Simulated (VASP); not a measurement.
# CaO (F-43m) in VASP: further runs

The runs below take CaO through single point, with PBE.

Everything below comes from runs of VASP 6.6.1. Logs are shortened: lines on timing, memory, paths and dates and some standing lists are left out, and cuts for length are marked.

## Step 1: The cell of the first run

Symmetry: F-43m, No. 216, cubic system. Conventional cell: a = 5.175 Å, b = 5.175 Å, c = 5.175 Å, α = 90.00°, β = 90.00°, γ = 90.00°. Ca (site symmetry -43m) has 4 O at 2.24 Å within 3.0 Å. Within 3.0 Å of O (site symmetry -43m) lie 4 Ca at 2.24 Å.

## Step 2: Single point, PBE

Input file INCAR:

```
ALGO = Normal
EDIFF = 1E-7
ENCUT = 520
GGA = PE
ISIF = 2
ISMEAR = 0
LASPH = True
LCHARG = False
LREAL = False
LWAVE = False
NBANDS = 15
NELM = 100
PREC = Accurate
SIGMA = 0.1
```

Input file KPOINTS:

```
k-points
0
Gamma
  6 6 6
```

Input file POSCAR:

```
CaO
1.0
    0.0000000000      2.5875630900      2.5875630900
    2.5875630900      0.0000000000      2.5875630900
    2.5875630900      2.5875630900      0.0000000000
Ca O
1 1
Direct
    0.0000000000      0.0000000000      0.0000000000
    0.2500000000      0.2500000000      0.2500000000
```

Potentials or basis: VASP PAW PBE potentials, release 64 (Ca_sv, O).

Started as:

```
> cat potpaw_PBE.64/Ca_sv/POTCAR potpaw_PBE.64/O/POTCAR > POTCAR
> mpirun -np 1 vasp_std > vasp.out
```

OUTCAR:

```text
EDIFF = 1E-7
   ENCUT = 520
   GGA = PE
   ISIF = 2
   ISMEAR = 0
   LASPH = True
   LREAL = False
   NELM = 100
   PREC = Accurate

 ion  position               nearest neighbor table
   1  0.000  0.000  0.000-   2 2.24   2 2.24   2 2.24   2 2.24
   2  0.250  0.250  0.250-   1 2.24   1 2.24   1 2.24   1 2.24

  LATTYP: Found a face centered cubic cell.
 ALAT       =     5.1751261800

  Lattice vectors:

 A1 = (   0.0000000000,   2.5875630900,   2.5875630900)
 A2 = (   2.5875630900,   0.0000000000,   2.5875630900)
 A3 = (   2.5875630900,   2.5875630900,   0.0000000000)

Analysis of symmetry for initial positions (statically):
=====================================================================
 Subroutine PRICEL returns:
 Original cell was already a primitive cell.

 Routine SETGRP: Setting up the symmetry group for a
 face centered cubic supercell.

 Subroutine GETGRP returns: Found 24 space group operations
 (whereof 24 operations were pure point group operations)
 out of a pool of 48 trial point group operations.

The static configuration has the point symmetry T_d .

Analysis of symmetry for dynamics (positions and initial velocities):
=====================================================================
 Subroutine PRICEL returns:
 Original cell was already a primitive cell.

 Routine SETGRP: Setting up the symmetry group for a
 face centered cubic supercell.

 Subroutine GETGRP returns: Found 24 space group operations
 (whereof 24 operations were pure point group operations)
 out of a pool of 48 trial point group operations.

The dynamic configuration has the point symmetry T_d .

 Subroutine INISYM returns: Found 24 space group operations
 (whereof 24 operations are pure point group operations),
 and found     1 'primitive' translations

----------------------------------------------------------------------------------------

                                     Primitive cell

  volume of cell :      34.6500

  direct lattice vectors                    reciprocal lattice vectors
     0.000000000  2.587563090  2.587563090    -0.193232003  0.193232003  0.193232003
     2.587563090  0.000000000  2.587563090     0.193232003 -0.193232003  0.193232003
     2.587563090  2.587563090  0.000000000     0.193232003  0.193232003 -0.193232003

  length of vectors
     3.659366815  3.659366815  3.659366815     0.334687648  0.334687648  0.334687648

  position of ions in fractional coordinates (direct lattice)
     0.000000000  0.000000000  0.000000000
     0.250000000  0.250000000  0.250000000

  ion indices of the primitive-cell ions
   primitive index   ion index
                 1           1
                 2           2

----------------------------------------------------------------------------------------

 KPOINTS: k-points

Automatic generation of k-mesh.
 Grid dimensions read from file:
 generate k-points for:    6    6    6

 Generating k-lattice:

  Cartesian coordinates                     Fractional coordinates (reciprocal lattice)
    -0.032205334  0.032205334  0.032205334     0.166666667  0.000000000  0.000000000
     0.032205334 -0.032205334  0.032205334     0.000000000  0.166666667  0.000000000
     0.032205334  0.032205334 -0.032205334     0.000000000  0.000000000  0.166666667

  Length of vectors
     0.055781275  0.055781275  0.055781275

  Shift w.r.t. Gamma in fractional coordinates (k-lattice)
     0.000000000  0.000000000  0.000000000

 Subroutine IBZKPT returns following result:
 ===========================================

 Found     16 irreducible k-points:

 Following reciprocal coordinates:
            Coordinates               Weight
  0.000000  0.000000  0.000000      1.000000
  0.166667  0.000000  0.000000      8.000000
  0.333333  0.000000  0.000000      8.000000
  0.500000  0.000000  0.000000      4.000000
  0.166667  0.166667  0.000000      6.000000
  0.333333  0.166667  0.000000     24.000000
[... 8 lines left out ...]
 -0.333333  0.333333  0.166667     24.000000
 -0.333333  0.500000  0.166667     12.000000
   k-points           NKPTS =     16   k-points in BZ     NKDIM =     16   number of bands    NBANDS=     15
   number of dos      NEDOS =    301   number of ions     NIONS =      2
   total plane-waves  NPLWV =  21952
   dimension x,y,z NGX =    28 NGY =   28 NGZ =   28
   dimension x,y,z NGXF=    56 NGYF=   56 NGZF=   56
   ions per type =               1   1
   NGX,Y,Z   is equivalent  to a cutoff of  12.72, 12.72, 12.72 a.u.
   NGXF,Y,Z  is equivalent  to a cutoff of  25.44, 25.44, 25.44 a.u.
 SYSTEM =  unknown system
   PREC   = accura    normal or accurate (medium, high low for compatibility)
   ISTART =      0    job   : 0-new  1-cont  2-samecut
   ICHARG =      2    charge: 1-file 2-atom 10-const
   ISPIN  =      1    spin polarized calculation?
   LNONCOLLINEAR =      F non collinear calculations
   LSORBIT =      F    spin-orbit coupling
   LASPH  =      T    aspherical Exc in radial PAW
   ENCUT  =  520.0 eV  38.22 Ry    6.18 a.u.   6.80  6.80  6.80*2*pi/ulx,y,z
   NELM   =    100;   NELMIN=  2; NELMDL= -5     # of ELM steps
   EDIFF  = 0.1E-06   stopping-criterion for ELM
   LREAL  =      F    real-space projection
   EDIFFG = 0.1E-05   stopping-criterion for IOM
   NSW    =      0    number of steps for IOM
   IBRION =     -1    ionic relax: 0-MD 1-quasi-New 2-CG
   NFREE  =      0    steps in history (QN), initial steepest desc. (CG)
   ISIF   =      2    stress and relaxation
   ISYM   =      2    0-nonsym 1-usesym 2-fastsym
   POTIM  = 0.5000    time-step for ionic-motion
   TEBEG  =    0.0;   TEEND  =   0.0 temperature during run
   PSTRESS=    0.0 pullay stress
   NELECT =      16.0000    total number of electrons
   NUPDOWN=      -1.0000    fix difference up-down
   EMIN   =  10.00;   EMAX   =-10.00  energy-range for DOS
   EFERMI =   0.00;   METHOD = LEGACY
   ISMEAR =     0;   SIGMA  =   0.10  broadening in eV -4-tet -1-fermi 0-gaus
   EFERMI_NEDOS =   21; number of points for ismear=-14 and -15
   IALGO  =     38    algorithm
   IMIX   =      4    mixing-type and parameters
     AMIX     =   0.40;   BMIX     =  1.00
     AMIX_MAG =   1.60;   BMIX_MAG =  1.00
  volume/ion in A,a.u.               =      17.32       116.91
  Fermi-wavevector in a.u.,A,eV,Ry     =   1.265359  2.391182 21.784755  1.601134
  Thomas-Fermi vector in A             =   2.398617
   LORBIT       =      0    0 simple, 1 ext, 2 COOP (PROOUT), +10 PAW based schemes
   GGA     = PE    functional components
   LHFCALC =     F    Hartree Fock is set to
   AEXX    =    0.0000 exact exchange contribution
   IVDW    =     0    specifies the selected vdW correction
   LEPSILON=     F    determine dielectric tensor
   LRPA    =     F    only Hartree local field effects (RPA)
 non-spin polarized calculation
 Gauss-broadening in eV      SIGMA  =   0.10
  energy-cutoff  :      520.00
  volume of cell :       34.65
 maximum number of plane-waves:       941
   NGX = 13   NGY = 13   NGZ = 13

 number of electron      15.9999998 magnetization

 Free energy of the ion-electron system (eV)
  ---------------------------------------------------
  ext. energy  EPLUGINS =         0.00000000
  ---------------------------------------------------
  free energy    TOTEN  =       -12.42449179 eV

  energy without entropy =      -12.42449179  energy(sigma->0) =      -12.42449179

 E-fermi :   1.1155     XC(G=0):  -9.1373

 val. band max:        0.5837322571   @ k =  -0.3333   0.5000   0.1667
 cond. band min:       3.9862767375   @ k =   0.0000   0.0000   0.0000
 fundamental gap:      3.4025444804
 Fermi energy:         1.1155242619

 k-point     1 :       0.0000    0.0000    0.0000
  band No.  band energies     occupation
      1     -36.4724      2.00000
      2     -17.4078      2.00000
      3     -17.4078      2.00000
      4     -17.4078      2.00000
      5     -14.2462      2.00000
      6      -0.0831      2.00000
      7      -0.0831      2.00000
      8      -0.0831      2.00000
      9       3.9863      0.00000
     10       8.6452      0.00000
     11       8.6452      0.00000
     12      10.3338      0.00000
     13      10.3338      0.00000
     14      10.3338      0.00000
     15      17.3608      0.00000

 k-point     2 :       0.1667    0.0000    0.0000
  band No.  band energies     occupation
      1     -36.4599      2.00000
      2     -17.6325      2.00000
      3     -17.4224      2.00000
      4     -17.4224      2.00000
      5     -14.0281      2.00000
      6      -0.3379      2.00000
      7      -0.0060      2.00000
      8      -0.0060      2.00000
      9       4.8954      0.00000
     10       8.3867      0.00000
     11       8.3867      0.00000
     12       9.9535      0.00000
     13      10.5510      0.00000
     14      10.5510      0.00000
     15      14.9439      0.00000

 k-point     3 :       0.3333    0.0000    0.0000
  band No.  band energies     occupation
      1     -36.4346      2.00000
      2     -18.0091      2.00000
      3     -17.4514      2.00000
      4     -17.4514      2.00000
      5     -13.6800      2.00000
      6      -0.4815      2.00000
      7       0.1314      2.00000
      8       0.1314      2.00000
      9       6.3146      0.00000
     10       8.3339      0.00000
     11       8.3339      0.00000
     12       9.3467      0.00000
     13      10.4374      0.00000
     14      10.4374      0.00000
     15      12.8695      0.00000
[... 199 lines left out ...]
 k-point    15 :      -0.3333    0.3333    0.1667
  band No.  band energies     occupation
      1     -36.4095      2.00000
      2     -18.1629      2.00000
      3     -17.6352      2.00000
      4     -17.5251      2.00000
      5     -13.3569      2.00000
      6      -0.2518      2.00000
      7      -0.0264      2.00000
      8       0.4666      2.00000
      9       5.8504      0.00000
     10       7.3045      0.00000
     11       8.9002      0.00000
     12      10.1708      0.00000
     13      10.4965      0.00000
     14      12.1101      0.00000
     15      13.3463      0.00000

 k-point    16 :      -0.3333    0.5000    0.1667
  band No.  band energies     occupation
      1     -36.4053      2.00000
      2     -18.2006      2.00000
      3     -17.6215      2.00000
      4     -17.5615      2.00000
      5     -13.3097      2.00000
      6      -0.5407      2.00000
      7       0.2429      2.00000
      8       0.5837      2.00000
      9       5.5768      0.00000
     10       7.1325      0.00000
     11       9.3008      0.00000
     12       9.9745      0.00000
     13      10.6062      0.00000
     14      13.1626      0.00000
     15      14.1409      0.00000

------------------------ aborting loop because EDIFF is reached ----------------------------------------

  FORCE on cell =-STRESS in cart. coord.  units (eV):
  Direction    XX          YY          ZZ          XY          YZ          ZX
  --------------------------------------------------------------------------------------
  -------------------------------------------------------------------------------------
  Total        0.8155996      0.8155996      0.8155996      0.0000000      0.0000000     -0.0000000
  in kB       37.7124506     37.7124506     37.7124506      0.0000000      0.0000000     -0.0000000
  external PRESSURE =      37.7124506 kB  Pullay stress =       0.0000000 kB

 VOLUME and BASIS-vectors are now :
 -----------------------------------------------------------------------------
  energy-cutoff  :      520.00
  volume of cell :       34.65
      direct lattice vectors                 reciprocal lattice vectors
     0.000000000  2.587563090  2.587563090    -0.193232003  0.193232003  0.193232003
     2.587563090  0.000000000  2.587563090     0.193232003 -0.193232003  0.193232003
     2.587563090  2.587563090  0.000000000     0.193232003  0.193232003 -0.193232003

 POSITION                                       TOTAL-FORCE (eV/Angst)
 -----------------------------------------------------------------------------------
      0.00000      0.00000      0.00000         0.000000      0.000000      0.000000
      1.29378      1.29378      1.29378        -0.000000     -0.000000     -0.000000
 -----------------------------------------------------------------------------------
    total drift:                               -0.000000     -0.000000     -0.000000

  FREE ENERGIE OF THE ION-ELECTRON SYSTEM (eV)
  ---------------------------------------------------
  free  energy   TOTEN  =       -12.4244917901 eV

  energy  without entropy=      -12.4244917901  energy(sigma->0) =      -12.42449179
```

Run time: 14 s. Hardware: 1 thread of AMD EPYC 7R13 (Zen 3), shared host; peak memory 0.12 GiB.

What came out:

```
Free energy            : -12.4245 eV
Pressure               : 3.8 GPa
Band gap on the k mesh : 3.40 eV, indirect (least direct gap 4.07 eV)
```

A k mesh can miss the band edges. As with any semilocal functional, this PBE gap is likely too small.

## Step 3: Single point, PBE

This run uses another cell than the first one, of 18.02 Å³/atom, 1.040 times its volume.

Input file INCAR:

```
SYSTEM = CaO
PREC = Accurate ; ENCUT = 520
EDIFF = 1E-6 ; ISMEAR = 0
SIGMA = 0.02 ; LREAL = .False.
LASPH = .True. ; NELM = 100
ALGO = Normal ; ISIF = 2
LWAVE = .False. ; LCHARG = .False.
GGA = PE ; NBANDS = 15
```

Input file KPOINTS:

```
regular mesh
0
Gamma
  8 8 8
  0 0 0
```

Input file POSCAR:

```
CaO
1.0
    0.0000000000      2.6217062096      2.6217062096
    2.6217062096      0.0000000000      2.6217062096
    2.6217062096      2.6217062096      0.0000000000
Ca O
1 1
Direct
    0.0000000000      0.0000000000      0.0000000000
    0.2500000000      0.2500000000      0.2500000000
```

Potentials or basis: VASP PAW PBE potentials, release 64 (Ca_sv, O).

Started as:

```
> cat potpaw_PBE.64/Ca_sv/POTCAR potpaw_PBE.64/O/POTCAR > POTCAR
> mpirun -np 1 vasp_std > vasp.out
```

It took 28 s on 1 thread of AMD EPYC 7R13 (Zen 3), shared host; peak memory 0.13 GiB.

The run converged. Its results:

| Item | Value |
| --- | --- |
| Free energy | -12.4436 eV |
| Pressure | 0.5 GPa |
| Band gap on the k mesh | 3.27 eV, indirect (least direct gap 3.86 eV) |

Levels at points of the mesh, in eV from the valence-band top:
```tsv
k point	band 5	band 6	band 7	band 8	band 9	band 10	band 11	band 12
(0.00, 0.00, 0.00)	-14.76	-0.59	-0.59	-0.59	3.27	7.90	7.90	9.49
(0.50, 0.00, 0.00)	-14.15	-0.98	-0.34	-0.34	6.08	7.80	7.80	8.13
(0.50, 0.50, 0.00)	-13.97	-1.39	0.00	0.00	4.90	6.58	8.92	9.23
```
